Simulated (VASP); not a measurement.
# PbS in VASP: further runs

PbS is run at these levels: PBEsol; tasks: single point, relaxation of cell and atoms.

Everything below comes from runs of VASP 6.6.1. Logs are shortened: lines on timing, memory, paths and dates and some standing lists are left out, and cuts for length are marked.

## 1. The cell of the first run

The cell holds a slab with vacuum, 4 atoms: a = 4.165 Å, b = 4.165 Å, c = 11.686 Å, α = 93.77°, β = 93.77°, γ = 90.00°.

## 2. Single point, PBEsol

File INCAR:

```
SYSTEM = PbS
ALGO = Normal
EDIFF = 1E-7
ENCUT = 520
GGA = PS
ISIF = 2
ISMEAR = 0
LASPH = .True.
LCHARG = .False.
LREAL = .False.
LWAVE = .False.
NBANDS = 28
NELM = 60
PREC = Accurate
SIGMA = 0.01
```

File KPOINTS:

```
k-points
0
Gamma
  6 6 2
  0 0 0
```

File POSCAR:

```
PbS
1.0
    2.9454029837     -2.9453839507     -0.0005981944
    2.9454029837      2.9453839507     -0.0005981944
   -1.0842378467      0.0000000000     11.6355471557
Pb S
2 2
Direct
    0.7722822011      0.7722822011      0.6204914036
    0.2277177989      0.2277177989      0.3795085964
    0.2700012307      0.2700012307      0.6084468490
    0.7299987693      0.7299987693      0.3915531510
```

Potentials or basis: VASP PAW PBE potentials, release 64 (Pb_d, S).

Command:

```console
> cat potpaw_PBE.64/Pb_d/POTCAR potpaw_PBE.64/S/POTCAR > POTCAR
> mpirun -np 1 vasp_std > vasp.out
```

OUTCAR:

```text
SYSTEM = PbS
   EDIFF = 1E-7
   ENCUT = 520
   GGA = PS
   ISIF = 2
   ISMEAR = 0
   LASPH = .True.
   LREAL = .False.
   NELM = 60
   PREC = Accurate

 ion  position               nearest neighbor table
   1  0.772  0.772  0.620-   4 2.66   3 2.95   3 2.95   3 2.95   3 2.95   2 4.07   2 4.07   2 4.07
                             2 4.07
   2  0.228  0.228  0.380-   3 2.66   4 2.95   4 2.95   4 2.95   4 2.95   1 4.07   1 4.07   1 4.07
                             1 4.07
   3  0.270  0.270  0.608-   2 2.66   1 2.95   1 2.95   1 2.95   1 2.95
   4  0.730  0.730  0.392-   1 2.66   2 2.95   2 2.95   2 2.95   2 2.95

  LATTYP: Found a base centered monoclinic cell.
 ALAT       =     5.8908060889
 B/A-ratio  =     0.9999935174
 C/A-ratio  =     1.9837615064
 COS(beta)  =    -0.0929835000

  Lattice vectors:

 A1 = (   2.9454029837,  -2.9453839507,  -0.0005981944)
 A2 = (   2.9454029837,   2.9453839507,  -0.0005981944)
 A3 = (  -1.0842378467,   0.0000000000,  11.6355471557)

Analysis of symmetry for initial positions (statically):
=====================================================================
 Subroutine PRICEL returns:
 Original cell was already a primitive cell.

 Routine SETGRP: Setting up the symmetry group for a
 base centered monoclinic supercell.

 Subroutine GETGRP returns: Found  4 space group operations
 (whereof  4 operations were pure point group operations)
 out of a pool of  4 trial point group operations.

The static configuration has the point symmetry C_2h.

Analysis of symmetry for dynamics (positions and initial velocities):
=====================================================================
 Subroutine PRICEL returns:
 Original cell was already a primitive cell.

 Routine SETGRP: Setting up the symmetry group for a
 base centered monoclinic supercell.

 Subroutine GETGRP returns: Found  4 space group operations
 (whereof  4 operations were pure point group operations)
 out of a pool of  4 trial point group operations.

The dynamic configuration has the point symmetry C_2h.

 Subroutine INISYM returns: Found  4 space group operations
 (whereof  4 operations are pure point group operations),
 and found     1 'primitive' translations

----------------------------------------------------------------------------------------

                                     Primitive cell

  volume of cell :     201.8809

  direct lattice vectors                    reciprocal lattice vectors
     2.945402984 -2.945383951 -0.000598194     0.169759271 -0.169757155  0.015818717
     2.945402984  2.945383951 -0.000598194     0.169759271  0.169757155  0.015818717
    -1.084237847  0.000000000 11.635547156     0.000017455  0.000000000  0.085945157

  length of vectors
     4.165415431  4.165415431 11.685954361     0.240594957  0.240594957  0.085945159

  position of ions in fractional coordinates (direct lattice)
     0.772282201  0.772282201  0.620491404
     0.227717799  0.227717799  0.379508596
     0.270001231  0.270001231  0.608446849
     0.729998769  0.729998769  0.391553151

  ion indices of the primitive-cell ions
   primitive index   ion index
                 1           1
                 2           2
                 3           3
                 4           4

----------------------------------------------------------------------------------------

 KPOINTS: k-points

Automatic generation of k-mesh.
 Grid dimensions read from file:
 generate k-points for:    6    6    2

 Generating k-lattice:

  Cartesian coordinates                     Fractional coordinates (reciprocal lattice)
     0.028293212 -0.028292859  0.002636453     0.166666667  0.000000000  0.000000000
     0.028293212  0.028292859  0.002636453     0.000000000  0.166666667  0.000000000
     0.000008727  0.000000000  0.042972578     0.000000000  0.000000000  0.500000000

  Length of vectors
     0.040099160  0.040099160  0.042972579

  Shift w.r.t. Gamma in fractional coordinates (k-lattice)
     0.000000000  0.000000000  0.000000000

 Subroutine IBZKPT returns following result:
 ===========================================

 Found     26 irreducible k-points:

 Following reciprocal coordinates:
            Coordinates               Weight
  0.000000  0.000000  0.000000      1.000000
  0.166667 -0.000000  0.000000      4.000000
  0.333333 -0.000000  0.000000      4.000000
  0.500000 -0.000000  0.000000      2.000000
  0.166667  0.166667  0.000000      2.000000
  0.333333  0.166667  0.000000      4.000000
[... 16 lines left out ...]
  0.333333  0.333333  0.500000      2.000000
  0.500000  0.333333  0.500000      4.000000
 [... further k-points ...]
   k-points           NKPTS =     26   k-points in BZ     NKDIM =     26   number of bands    NBANDS=     28
   number of dos      NEDOS =    301   number of ions     NIONS =      4
   total plane-waves  NPLWV =  92160
   dimension x,y,z NGX =    32 NGY =   32 NGZ =   90
   dimension x,y,z NGXF=    64 NGYF=   64 NGZF=  180
   ions per type =               2   2
   NGX,Y,Z   is equivalent  to a cutoff of  12.77, 12.77, 12.80 a.u.
   NGXF,Y,Z  is equivalent  to a cutoff of  25.54, 25.54, 25.61 a.u.
 SYSTEM =  PbS
   PREC   = accura    normal or accurate (medium, high low for compatibility)
   ISTART =      0    job   : 0-new  1-cont  2-samecut
   ICHARG =      2    charge: 1-file 2-atom 10-const
   ISPIN  =      1    spin polarized calculation?
   LNONCOLLINEAR =      F non collinear calculations
   LSORBIT =      F    spin-orbit coupling
   LASPH  =      T    aspherical Exc in radial PAW
   ENCUT  =  520.0 eV  38.22 Ry    6.18 a.u.   7.74  7.74 21.73*2*pi/ulx,y,z
   NELM   =     60;   NELMIN=  2; NELMDL= -5     # of ELM steps
   EDIFF  = 0.1E-06   stopping-criterion for ELM
   LREAL  =      F    real-space projection
   EDIFFG = 0.1E-05   stopping-criterion for IOM
   NSW    =      0    number of steps for IOM
   IBRION =     -1    ionic relax: 0-MD 1-quasi-New 2-CG
   NFREE  =      0    steps in history (QN), initial steepest desc. (CG)
   ISIF   =      2    stress and relaxation
   ISYM   =      2    0-nonsym 1-usesym 2-fastsym
   POTIM  = 0.5000    time-step for ionic-motion
   TEBEG  =    0.0;   TEEND  =   0.0 temperature during run
   PSTRESS=    0.0 pullay stress
   NELECT =      40.0000    total number of electrons
   NUPDOWN=      -1.0000    fix difference up-down
   EMIN   =  10.00;   EMAX   =-10.00  energy-range for DOS
   EFERMI =   0.00;   METHOD = LEGACY
   ISMEAR =     0;   SIGMA  =   0.01  broadening in eV -4-tet -1-fermi 0-gaus
   EFERMI_NEDOS =   21; number of points for ismear=-14 and -15
   IALGO  =     38    algorithm
   IMIX   =      4    mixing-type and parameters
     AMIX     =   0.40;   BMIX     =  1.00
     AMIX_MAG =   1.60;   BMIX_MAG =  1.00
  volume/ion in A,a.u.               =      50.47       340.59
  Fermi-wavevector in a.u.,A,eV,Ry     =   0.954399  1.803552 12.393227  0.910877
  Thomas-Fermi vector in A             =   2.083142
   LORBIT       =      0    0 simple, 1 ext, 2 COOP (PROOUT), +10 PAW based schemes
   GGA     = PS    functional components
   LHFCALC =     F    Hartree Fock is set to
   AEXX    =    0.0000 exact exchange contribution
   IVDW    =     0    specifies the selected vdW correction
   LEPSILON=     F    determine dielectric tensor
   LRPA    =     F    only Hartree local field effects (RPA)
 non-spin polarized calculation
 Gauss-broadening in eV      SIGMA  =   0.01
  energy-cutoff  :      520.00
  volume of cell :      201.88
 maximum number of plane-waves:      5450
   NGX = 15   NGY = 15   NGZ = 43

 number of electron      40.0000012 magnetization

 Free energy of the ion-electron system (eV)
  ---------------------------------------------------
  ext. energy  EPLUGINS =         0.00000000
  ---------------------------------------------------
  free energy    TOTEN  =       -18.53780140 eV

  energy without entropy =      -18.53780140  energy(sigma->0) =      -18.53780140

 E-fermi :   0.3642     XC(G=0):  -5.8357

 val. band max:        0.2794261824   @ k =   0.3333  -0.0000   0.5000
 cond. band min:       2.2908286414   @ k =  -0.0000  -0.0000   0.5000
 fundamental gap:      2.0114024589
 Fermi energy:         0.3642335284

 k-point     1 :       0.0000    0.0000    0.0000
  band No.  band energies     occupation
      1     -15.8593      2.00000
      2     -15.7213      2.00000
      3     -15.7092      2.00000
      4     -15.7005      2.00000
      5     -15.6798      2.00000
      6     -15.6798      2.00000
[... 20 lines left out ...]
     27       6.8786      0.00000
     28       6.8825      0.00000

 k-point     2 :       0.1667   -0.0000    0.0000
  band No.  band energies     occupation
      1     -15.8401      2.00000
      2     -15.7116      2.00000
      3     -15.7115      2.00000
      4     -15.6909      2.00000
      5     -15.6884      2.00000
      6     -15.6853      2.00000
[... 20 lines left out ...]
     27       6.0618      0.00000
     28       6.7289      0.00000

 k-point     3 :       0.3333   -0.0000    0.0000
  band No.  band energies     occupation
      1     -15.7968      2.00000
      2     -15.7254      2.00000
      3     -15.7047      2.00000
      4     -15.7010      2.00000
      5     -15.6951      2.00000
      6     -15.6777      2.00000
[... 20 lines left out ...]
     27       5.6483      0.00000
     28       7.1186      0.00000

 k-point     4 :       0.5000   -0.0000    0.0000
  band No.  band energies     occupation
      1     -15.7545      2.00000
      2     -15.7544      2.00000
      3     -15.7110      2.00000
      4     -15.7110      2.00000
      5     -15.6850      2.00000
      6     -15.6850      2.00000
[... 20 lines left out ...]
     27       6.2816      0.00000
     28       6.4817      0.00000

 k-point     5 :       0.1667    0.1667    0.0000
  band No.  band energies     occupation
      1     -15.8277      2.00000
      2     -15.7165      2.00000
      3     -15.7027      2.00000
      4     -15.6955      2.00000
      5     -15.6873      2.00000
      6     -15.6840      2.00000
[... 20 lines left out ...]
     27       5.7948      0.00000
     28       7.4704      0.00000

 k-point     6 :       0.3333    0.1667    0.0000
  band No.  band energies     occupation
      1     -15.8022      2.00000
      2     -15.7458      2.00000
      3     -15.7021      2.00000
      4     -15.7007      2.00000
      5     -15.6927      2.00000
      6     -15.6730      2.00000
[... 463 lines left out ...]
      5     -15.6927      2.00000
      6     -15.6730      2.00000
[... 20 lines left out ...]
     27       6.1596      0.00000
     28       6.8870      0.00000

 k-point    22 :      -0.1667    0.1667    0.5000
  band No.  band energies     occupation
      1     -15.8277      2.00000
      2     -15.7165      2.00000
      3     -15.7027      2.00000
      4     -15.6955      2.00000
      5     -15.6873      2.00000
      6     -15.6840      2.00000
[... 20 lines left out ...]
     27       5.6752      0.00000
     28       6.6592      0.00000

 k-point    23 :       0.3333    0.3333    0.5000
  band No.  band energies     occupation
      1     -15.8200      2.00000
      2     -15.7936      2.00000
      3     -15.6998      2.00000
      4     -15.6993      2.00000
      5     -15.6901      2.00000
      6     -15.6710      2.00000
[... 20 lines left out ...]
     27       6.4325      0.00000
     28       6.6830      0.00000

 k-point    24 :       0.5000    0.3333    0.5000
  band No.  band energies     occupation
      1     -15.8242      2.00000
      2     -15.8241      2.00000
      3     -15.7021      2.00000
      4     -15.7021      2.00000
      5     -15.6805      2.00000
      6     -15.6805      2.00000
[... 20 lines left out ...]
     27       6.4169      0.00000
     28       6.4448      0.00000

 [... further k-points ...]

------------------------ aborting loop because EDIFF is reached ----------------------------------------

  FORCE on cell =-STRESS in cart. coord.  units (eV):
  Direction    XX          YY          ZZ          XY          YZ          ZX
  --------------------------------------------------------------------------------------
  -------------------------------------------------------------------------------------
  Total        0.0200250      0.0201892     -0.0644031      0.0000000      0.0000000     -0.0004734
  in kB        0.1589235      0.1602262     -0.5111187      0.0000000      0.0000000     -0.0037570
  external PRESSURE =      -0.0639897 kB  Pullay stress =       0.0000000 kB

 VOLUME and BASIS-vectors are now :
 -----------------------------------------------------------------------------
  energy-cutoff  :      520.00
  volume of cell :      201.88
      direct lattice vectors                 reciprocal lattice vectors
     2.945402984 -2.945383951 -0.000598194     0.169759271 -0.169757155  0.015818717
     2.945402984  2.945383951 -0.000598194     0.169759271  0.169757155  0.015818717
    -1.084237847  0.000000000 11.635547156     0.000017455  0.000000000  0.085945157

 POSITION                                       TOTAL-FORCE (eV/Angst)
 -----------------------------------------------------------------------------------
      3.87660      0.00000      7.21883        -0.000022      0.000000     -0.005017
      0.92996      0.00000      4.41552         0.000022      0.000000      0.005017
      0.93082      0.00000      7.07929         0.000206      0.000000     -0.001338
      3.87574      0.00000      4.55506        -0.000206      0.000000      0.001338
 -----------------------------------------------------------------------------------
    total drift:                                0.000000      0.000000      0.000000

  FREE ENERGIE OF THE ION-ELECTRON SYSTEM (eV)
  ---------------------------------------------------
  free  energy   TOTEN  =       -18.5378014003 eV

  energy  without entropy=      -18.5378014003  energy(sigma->0) =      -18.53780140
```

Wall time 63 s (1 thread of Intel Xeon 6975P-C (Granite Rapids), shared host); peak memory 0.35 GiB.

Results:

* Free energy: -18.5378 eV
* Largest force: 0.005 eV/Å
* Band gap on the k mesh: 2.01 eV (least direct gap 2.04 eV)

Forces on the atoms (eV/Å):
```
Pb   0.000  0.000 -0.005
Pb   0.000  0.000  0.005
S    0.000  0.000 -0.001
S    0.000  0.000  0.001
```

Caveat: the PAW data sets were made with another functional, which shifts forces and pressure a little; spin-orbit coupling is left out, which moves the levels of the heavy elements.

## 3. Relaxation of cell and atoms, PBEsol

This run uses another cell than the first one.

File INCAR:

```
PREC     = Accurate       # precision mode
ENCUT    = 600            # plane-wave cutoff, eV
EDIFF    = 1E-6           # SCF threshold, eV
ISMEAR   = 0              # smearing method
SIGMA    = 0.01           # smearing width, eV
LREAL    = False          # projectors in reciprocal space
LASPH    = True           # aspherical terms in the spheres
NELM     = 80             # most SCF steps
ALGO     = Normal         # electronic algorithm
ISIF     = 3              # what is computed and relaxed
LWAVE    = False          # write WAVECAR
LCHARG   = False          # write CHGCAR
GGA      = PS             # functional
IBRION   = 2              # ionic algorithm
NSW      = 80             # ionic steps
EDIFFG   = -0.01          # ionic threshold
```

File KPOINTS:

```
Automatic mesh
0
Gamma
  6 6 2
```

File POSCAR:

```
PbS
1.0
    2.9405000000     -2.9000000000      0.0000000000
    2.9405000000      2.9000000000      0.0000000000
   -1.0800549100      0.0000000000     11.7092938500
Pb S
2 2
Direct
    0.7755999989      0.7755999989      0.6363800000
    0.2243999994      0.2243999994      0.3636200000
    0.2683999999      0.2683999999      0.5986000001
    0.7316000001      0.7316000001      0.4013999999
```

Potentials or basis: VASP PAW PBE potentials, release 64 (Pb_d, S).

Command:

```console
> cat potpaw_PBE.64/Pb_d/POTCAR potpaw_PBE.64/S/POTCAR > POTCAR
> mpirun -np 1 vasp_std > vasp.out
```

It took 9.8 min on 1 thread of Intel Xeon 6975P-C (Granite Rapids), shared host; peak memory 0.44 GiB.

It converged, with:

```
Free energy                           : -18.5386 eV
Relaxed cell                          : a = 4.168 Å, b = 4.168 Å, c = 11.384 Å, α = 93.95°, β = 93.95°, γ = 89.99°
Space group after relaxing (to 0.1 Å) : C2/m (No. 12)
Energy gained by relaxing             : 28.9 meV/atom
Ionic steps                           : 15
Largest force after relaxing          : 0.006 eV/Å
Band gap on the k mesh                : 2.00 eV (least direct gap 2.05 eV)
```

Forces in eV/Å, atoms in the order of the input:
```
Pb   0.000  0.000 -0.006
Pb   0.000  0.000  0.006
S    0.004  0.000  0.004
S   -0.004  0.000 -0.004
```

Step by step:
```
step  energy change (eV)  largest force (eV/Å)  pressure (GPa)  volume (Å³)
   1              0.0000                0.6745           -1.06       199.70
   2             -0.0579                0.2704            0.70       190.22
   3             -0.0622                0.1525            0.30       192.08
   4             -0.0707                0.2070            0.09       193.75
   5             -0.0725                0.2499           -0.07       195.06
   6             -0.0801                0.2065           -0.14       195.77
   7             -0.0961                0.1671           -0.37       197.89
   8             -0.0974                0.2545           -0.88       202.19
   9             -0.1021                0.2186           -0.63       200.09
  10             -0.1085                0.1584           -0.45       199.12
  11             -0.1156                0.0136            0.03       196.56
  12             -0.1156                0.0148            0.04       196.49
  13             -0.1157                0.0104            0.03       196.63
  14             -0.1157                0.0120           -0.02       196.88
  15             -0.1157                0.0058           -0.02       196.80
```

Final structure:
```yaml
crystal:
  lattice:
    - [2.94725, -2.94686, -0.00345]
    - [2.94725, 2.94686, -0.00345]
    - [-1.09609, 0.00000, 11.33093]
  atoms:
    - { symbol: Pb, position: [0.77311, 0.77311, 0.62386] }
    - { symbol: Pb, position: [0.22689, 0.22689, 0.37614] }
    - { symbol: S, position: [0.27061, 0.27061, 0.61116] }
    - { symbol: S, position: [0.72939, 0.72939, 0.38884] }
```

Levels at points of the mesh, in eV from the valence-band top:
```tsv
k point	band 16	band 17	band 18	band 19	band 20	band 21	band 22	band 23	band 24
(0.00, 0.00, 0.00)	-2.57	-2.57	-1.44	-1.44	-0.19	2.15	3.86	4.81	5.56
(0.50, 0.00, 0.00)	-1.82	-1.03	-1.03	-0.03	-0.03	2.02	2.02	3.06	3.06
(0.50, 0.50, 0.00)	-4.33	-2.89	-2.89	-1.41	-1.41	4.26	4.27	5.38	5.39
(0.00, 0.00, 0.50)	-2.57	-2.57	-1.44	-1.44	-0.19	2.00	4.78	4.81	5.13
(0.50, 0.00, 0.50)	-1.82	-1.03	-1.03	-0.03	-0.03	2.02	2.02	3.06	3.06
(0.50, 0.50, 0.50)	-4.33	-2.89	-2.89	-1.41	-1.41	4.24	4.25	5.36	5.37
```

Caveat: the PAW data sets were made with another functional, which shifts forces and pressure a little; spin-orbit coupling is left out, which moves the levels of the heavy elements.
